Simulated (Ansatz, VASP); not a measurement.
# Two plane-wave programs on Si6N

```
Si N
1.0
     5.83796    0.00000    0.00000
     0.00000    5.83796    0.00000
     0.00000    0.00000    5.83796
Si N
6 1
Cartesian
  0.0000 0.0000 1.7459
  0.0000 0.0000 4.0921
  1.7459 0.0000 0.0000
  4.0921 0.0000 0.0000
  0.0000 1.7459 0.0000
  0.0000 4.0921 0.0000
  2.9190 2.9190 2.9190
```

Change from the starting cell: species swapped into the CaB6 type (Pm-3m, No. 221).

Alike in both runs: functional PBE; k mesh 4 × 4 × 4; occupations gaussian, width 0.1 eV; collinear spin.

Ansatz relaxed the structure, and its values are those at the end. VASP's run is a single point on that final structure, the one shown.

```csv
,VASP,Ansatz
version,VASP 6.6.1,Ansatz 0.2.0
potentials or method,"VASP PAW PBE potentials, release 64 (Si, N), cutoff 520 eV","scalar-relativistic, plane waves, PAW"
valence electrons in the cell,29,29
```

VASP gave:

```
gap on the k mesh at the Fermi level (eV)                     : none
pressure (GPa)                                                : 0.0
rms of the force components (eV/Å)                            : 0.006
net moment per atom (μB)                                      : 0.41
size of the moment on the site where the two differ most (μB) : 1.80
```

Problem. What did Ansatz give for the same quantities?

Solution. gap on the k mesh at the Fermi level (eV): none; pressure (GPa): 0.0; rms of the force components (eV/Å): 0.003; net moment per atom (μB): 0.41; size of the moment on the site where the two differ most (μB): 2.74.

Site moments also hang on the region over which each program counts them. A gap of «none» marks a metal or a gap that the smearing closes.
